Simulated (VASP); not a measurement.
# B2N (Pn-3m) in VASP: single point with PBE

Aim: the single point of B2N with PBE.

Program: VASP 6.6.1. These are calculated values, not measurements. Logs are shortened: lines on timing, memory, paths and dates and some standing lists are left out, and cuts for length are marked.

## (1) The cell of the first run

Symmetry: Pn-3m, No. 224, cubic system. Conventional cell: a = 3.539 Å, b = 3.539 Å, c = 3.539 Å, α = 90.00°, β = 90.00°, γ = 90.00°. B (site symmetry -3m) has 2 N at 1.53 Å within 2.0 Å. Within 2.0 Å of N (site symmetry -43m) lie 4 B at 1.53 Å.

## (2) Single point, PBE

INCAR reads:

```
  PREC = Accurate
  ENCUT = 600
  EDIFF = 1E-6
  ISMEAR = 0
  SIGMA = 0.2
  LREAL = F
  LASPH = T
  NELM = 120
  ALGO = Normal
  ISIF = 2
  LWAVE = F
  LCHARG = T
  GGA = PE
  LELF = T
  LVHAR = T
  NBANDS = 20
  GGA_COMPAT = F
```

KPOINTS reads:

```
regular mesh
0
Gamma
  4 4 4
```

POSCAR reads:

```
B2N
1.0
    3.5385129229      0.0000000000      0.0000000000
    0.0000000000      3.5385129229      0.0000000000
    0.0000000000      0.0000000000      3.5385129229
B N
4 2
Direct
    0.7500000000      0.7500000000      0.7500000000
    0.2500000000      0.2500000000      0.7500000000
    0.2500000000      0.7500000000      0.2500000000
    0.7500000000      0.2500000000      0.2500000000
    0.0000000000      0.0000000000      0.0000000000
    0.5000000000      0.5000000000      0.5000000000
```

Potentials or basis: VASP PAW PBE potentials, release 64 (B, N).

Run with:

```console
cat potpaw_PBE.64/B/POTCAR potpaw_PBE.64/N/POTCAR > POTCAR
mpirun -np 1 vasp_std > vasp.out
```

OUTCAR:

```text
PREC = Accurate
   ENCUT = 600
   EDIFF = 1E-6
   ISMEAR = 0
   LREAL = F
   LASPH = T
   NELM = 120
   ISIF = 2
   GGA = PE

 ion  position               nearest neighbor table
   1  0.750  0.750  0.750-   5 1.53   6 1.53
   2  0.250  0.250  0.750-   5 1.53   6 1.53
   3  0.250  0.750  0.250-   5 1.53   6 1.53
   4  0.750  0.250  0.250-   5 1.53   6 1.53
   5  0.000  0.000  0.000-   1 1.53   2 1.53   3 1.53   4 1.53
   6  0.500  0.500  0.500-   1 1.53   2 1.53   3 1.53   4 1.53

  LATTYP: Found a simple cubic cell.
 ALAT       =     3.5385129229

  Lattice vectors:

 A1 = (   3.5385129229,   0.0000000000,   0.0000000000)
 A2 = (   0.0000000000,   3.5385129229,   0.0000000000)
 A3 = (   0.0000000000,   0.0000000000,   3.5385129229)

Analysis of symmetry for initial positions (statically):
=====================================================================
 Subroutine PRICEL returns:
 Original cell was already a primitive cell.

 Routine SETGRP: Setting up the symmetry group for a
 simple cubic supercell.

 Subroutine GETGRP returns: Found 48 space group operations
 (whereof 24 operations were pure point group operations)
 out of a pool of 48 trial point group operations.

The static configuration has the point symmetry T_d .
 The point group associated with its full space group is O_h .

Analysis of symmetry for dynamics (positions and initial velocities):
=====================================================================
 Subroutine PRICEL returns:
 Original cell was already a primitive cell.

 Routine SETGRP: Setting up the symmetry group for a
 simple cubic supercell.

 Subroutine GETGRP returns: Found 48 space group operations
 (whereof 24 operations were pure point group operations)
 out of a pool of 48 trial point group operations.

The dynamic configuration has the point symmetry T_d .
 The point group associated with its full space group is O_h .

 Subroutine INISYM returns: Found 48 space group operations
 (whereof 24 operations are pure point group operations),
 and found     1 'primitive' translations

----------------------------------------------------------------------------------------

                                     Primitive cell

  volume of cell :      44.3060

  direct lattice vectors                    reciprocal lattice vectors
     3.538512923  0.000000000  0.000000000     0.282604592  0.000000000  0.000000000
     0.000000000  3.538512923  0.000000000     0.000000000  0.282604592  0.000000000
     0.000000000  0.000000000  3.538512923     0.000000000  0.000000000  0.282604592

  length of vectors
     3.538512923  3.538512923  3.538512923     0.282604592  0.282604592  0.282604592

  position of ions in fractional coordinates (direct lattice)
     0.750000000  0.750000000  0.750000000
     0.250000000  0.250000000  0.750000000
     0.250000000  0.750000000  0.250000000
     0.750000000  0.250000000  0.250000000
     0.000000000  0.000000000  0.000000000
     0.500000000  0.500000000  0.500000000

  ion indices of the primitive-cell ions
   primitive index   ion index
                 1           1
                 2           2
                 3           3
                 4           4
                 5           5
                 6           6

----------------------------------------------------------------------------------------

 KPOINTS: regular mesh

Automatic generation of k-mesh.
 Grid dimensions read from file:
 generate k-points for:    4    4    4

 Generating k-lattice:

  Cartesian coordinates                     Fractional coordinates (reciprocal lattice)
     0.070651148  0.000000000  0.000000000     0.250000000  0.000000000  0.000000000
     0.000000000  0.070651148  0.000000000     0.000000000  0.250000000  0.000000000
     0.000000000  0.000000000  0.070651148     0.000000000  0.000000000  0.250000000

  Length of vectors
     0.070651148  0.070651148  0.070651148

  Shift w.r.t. Gamma in fractional coordinates (k-lattice)
     0.000000000  0.000000000  0.000000000

 Subroutine IBZKPT returns following result:
 ===========================================

 Found     10 irreducible k-points:

 Following reciprocal coordinates:
            Coordinates               Weight
  0.000000  0.000000  0.000000      1.000000
  0.250000  0.000000  0.000000      6.000000
  0.500000  0.000000  0.000000      3.000000
  0.250000  0.250000  0.000000     12.000000
  0.500000  0.250000  0.000000     12.000000
  0.500000  0.500000  0.000000      3.000000
  0.250000  0.250000  0.250000      8.000000
  0.500000  0.250000  0.250000     12.000000
  0.500000  0.500000  0.250000      6.000000
  0.500000  0.500000  0.500000      1.000000
   k-points           NKPTS =     10   k-points in BZ     NKDIM =     10   number of bands    NBANDS=     20
   number of dos      NEDOS =    301   number of ions     NIONS =      6
   total plane-waves  NPLWV =  21952
   dimension x,y,z NGX =    28 NGY =   28 NGZ =   28
   dimension x,y,z NGXF=    56 NGYF=   56 NGZF=   56
   ions per type =               4   2
   NGX,Y,Z   is equivalent  to a cutoff of  13.15, 13.15, 13.15 a.u.
   NGXF,Y,Z  is equivalent  to a cutoff of  26.31, 26.31, 26.31 a.u.
 SYSTEM =  unknown system
   PREC   = accura    normal or accurate (medium, high low for compatibility)
   ISTART =      0    job   : 0-new  1-cont  2-samecut
   ICHARG =      2    charge: 1-file 2-atom 10-const
   ISPIN  =      1    spin polarized calculation?
   LNONCOLLINEAR =      F non collinear calculations
   LSORBIT =      F    spin-orbit coupling
   LASPH  =      T    aspherical Exc in radial PAW
   ENCUT  =  600.0 eV  44.10 Ry    6.64 a.u.   7.07  7.07  7.07*2*pi/ulx,y,z
   NELM   =    120;   NELMIN=  2; NELMDL= -5     # of ELM steps
   EDIFF  = 0.1E-05   stopping-criterion for ELM
   LREAL  =      F    real-space projection
   EDIFFG = 0.1E-04   stopping-criterion for IOM
   NSW    =      0    number of steps for IOM
   IBRION =     -1    ionic relax: 0-MD 1-quasi-New 2-CG
   NFREE  =      0    steps in history (QN), initial steepest desc. (CG)
   ISIF   =      2    stress and relaxation
   ISYM   =      2    0-nonsym 1-usesym 2-fastsym
   POTIM  = 0.5000    time-step for ionic-motion
   TEBEG  =    0.0;   TEEND  =   0.0 temperature during run
   PSTRESS=    0.0 pullay stress
   NELECT =      22.0000    total number of electrons
   NUPDOWN=      -1.0000    fix difference up-down
   EMIN   =  10.00;   EMAX   =-10.00  energy-range for DOS
   EFERMI =   0.00;   METHOD = LEGACY
   ISMEAR =     0;   SIGMA  =   0.20  broadening in eV -4-tet -1-fermi 0-gaus
   EFERMI_NEDOS =   21; number of points for ismear=-14 and -15
   IALGO  =     38    algorithm
   IMIX   =      4    mixing-type and parameters
     AMIX     =   0.40;   BMIX     =  1.00
     AMIX_MAG =   1.60;   BMIX_MAG =  1.00
  volume/ion in A,a.u.               =       7.38        49.83
  Fermi-wavevector in a.u.,A,eV,Ry     =   1.296368  2.449780 22.865540  1.680570
  Thomas-Fermi vector in A             =   2.427829
   LORBIT       =      0    0 simple, 1 ext, 2 COOP (PROOUT), +10 PAW based schemes
   GGA     = PE    functional components
   LHFCALC =     F    Hartree Fock is set to
   AEXX    =    0.0000 exact exchange contribution
   IVDW    =     0    specifies the selected vdW correction
   LEPSILON=     F    determine dielectric tensor
   LRPA    =     F    only Hartree local field effects (RPA)
 non-spin polarized calculation
 Gauss-broadening in eV      SIGMA  =   0.20
  energy-cutoff  :      600.00
  volume of cell :       44.31
 maximum number of plane-waves:      1498
   NGX = 15   NGY = 15   NGZ = 15

 number of electron      22.0000004 magnetization

 Free energy of the ion-electron system (eV)
  ---------------------------------------------------
  ext. energy  EPLUGINS =         0.00000000
  ---------------------------------------------------
  free energy    TOTEN  =       -36.38259124 eV

  energy without entropy =      -36.32459269  energy(sigma->0) =      -36.35359197

 E-fermi :   7.6515     XC(G=0): -11.9117

 val. band max:        7.6459606578   @ k =   0.5000   0.0000   0.0000
 cond. band min:       7.8769824749   @ k =   0.5000   0.5000   0.0000
 fundamental gap:      0.2310218172
 Fermi energy:         7.6514592481

 k-point     1 :       0.0000    0.0000    0.0000
  band No.  band energies     occupation
      1     -13.3897      2.00000
      2     -11.3039      2.00000
      3      -1.7650      2.00000
      4      -1.7650      2.00000
      5      -1.7650      2.00000
      6      -0.4214      2.00000
[... 12 lines left out ...]
     19      14.7099      0.00000
     20      14.7099      0.00000

 k-point     2 :       0.2500    0.0000    0.0000
  band No.  band energies     occupation
      1     -13.0349      2.00000
      2     -11.4937      2.00000
      3      -2.9563      2.00000
      4      -1.7564      2.00000
      5      -1.5296      2.00000
      6      -1.5296      2.00000
[... 12 lines left out ...]
     19      17.2031      0.00000
     20      17.2031      0.00000

 k-point     3 :       0.5000    0.0000    0.0000
  band No.  band energies     occupation
      1     -12.1907      2.00000
      2     -12.1907      2.00000
      3      -3.2016      2.00000
      4      -3.2016      2.00000
      5      -1.0747      2.00000
      6      -1.0747      2.00000
[... 12 lines left out ...]
     19      19.0638      0.00000
     20      19.0700      0.00000

 k-point     4 :       0.2500    0.2500    0.0000
  band No.  band energies     occupation
      1     -12.7174      2.00000
      2     -11.5645      2.00000
      3      -3.6811      2.00000
      4      -2.8357      2.00000
      5      -1.5079      2.00000
      6      -1.3042      2.00000
[... 107 lines left out ...]
 k-point     9 :       0.5000    0.5000    0.2500
  band No.  band energies     occupation
      1     -11.8866      2.00000
      2     -11.4679      2.00000
      3      -4.2734      2.00000
      4      -4.2734      2.00000
      5      -2.0883      2.00000
      6      -1.9524      2.00000
[... 12 lines left out ...]
     19      15.3560      0.00000
     20      16.7054      0.00000

 k-point    10 :       0.5000    0.5000    0.5000
  band No.  band energies     occupation
      1     -11.8322      2.00000
      2     -11.2000      2.00000
      3      -3.1208      2.00000
      4      -3.1208      2.00000
      5      -3.1208      2.00000
      6      -2.7590      2.00000
[... 12 lines left out ...]
     19      14.2703      0.00000
     20      16.1869      0.00000

------------------------ aborting loop because EDIFF is reached ----------------------------------------

  FORCE on cell =-STRESS in cart. coord.  units (eV):
  Direction    XX          YY          ZZ          XY          YZ          ZX
  --------------------------------------------------------------------------------------
  -------------------------------------------------------------------------------------
  Total       -0.0595677     -0.0595677     -0.0595677      0.0000000      0.0000000      0.0000000
  in kB       -2.1540652     -2.1540652     -2.1540652      0.0000000      0.0000000      0.0000000
  external PRESSURE =      -2.1540652 kB  Pullay stress =       0.0000000 kB

 VOLUME and BASIS-vectors are now :
 -----------------------------------------------------------------------------
  energy-cutoff  :      600.00
  volume of cell :       44.31
      direct lattice vectors                 reciprocal lattice vectors
     3.538512923  0.000000000  0.000000000     0.282604592  0.000000000  0.000000000
     0.000000000  3.538512923  0.000000000     0.000000000  0.282604592  0.000000000
     0.000000000  0.000000000  3.538512923     0.000000000  0.000000000  0.282604592

 POSITION                                       TOTAL-FORCE (eV/Angst)
 -----------------------------------------------------------------------------------
      2.65388      2.65388      2.65388         0.000000     -0.000000      0.000000
      0.88463      0.88463      2.65388        -0.000000      0.000000     -0.000000
      0.88463      2.65388      0.88463         0.000000      0.000000      0.000000
      2.65388      0.88463      0.88463         0.000000     -0.000000     -0.000000
      0.00000      0.00000      0.00000        -0.000000      0.000000     -0.000000
      1.76926      1.76926      1.76926         0.000000     -0.000000      0.000000
 -----------------------------------------------------------------------------------
    total drift:                                0.000000      0.000000      0.000000

  FREE ENERGIE OF THE ION-ELECTRON SYSTEM (eV)
  ---------------------------------------------------
  free  energy   TOTEN  =       -36.3825912411 eV

  energy  without entropy=      -36.3245926930  energy(sigma->0) =      -36.35359197
```

Wall time 19 s (1 thread of Intel Xeon 8259CL, shared host); peak memory 0.15 GiB.

What came out:

* Free energy: -36.3826 eV
* Pressure: -0.2 GPa
* Band gap on the k mesh: zero (band 11 reaches 7.90 eV, above the bottom of band 12 at 7.50 eV)

Caveat: the k points lie up to 0.44 Å⁻¹ apart.
